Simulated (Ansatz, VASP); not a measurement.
**TiN in VASP and in Ansatz**

```
Ti N
1.0
     0.00000    2.11490    2.11490
     2.11490    0.00000    2.11490
     2.11490    2.11490    0.00000
Ti N
1 1
Direct
  0.00000 0.00000 0.00000
  0.50000 0.50000 0.50000
```

Change from the starting cell: volume scaled by 0.99.

Alike in both runs: task single point; functional PBEsol; k mesh 13 × 13 × 13; occupations fermi-dirac, width 0.05 eV; no spin polarisation.

|  | VASP | Ansatz |
| --- | --- | --- |
| version | VASP 6.6.1 | Ansatz 0.2.0 |
| potentials or method | VASP PAW PBE potentials, release 64 (Ti_sv, N), cutoff 600 eV | all-electron LAPW, scalar-relativistic |

```tsv
	VASP	Ansatz	Ansatz less VASP
pressure (GPa)	-5.0	-5.3	-0.33
```

VASP's potentials were made for PBE, not for PBEsol. Ansatz ran all-electron here, and VASP with PAW potentials.
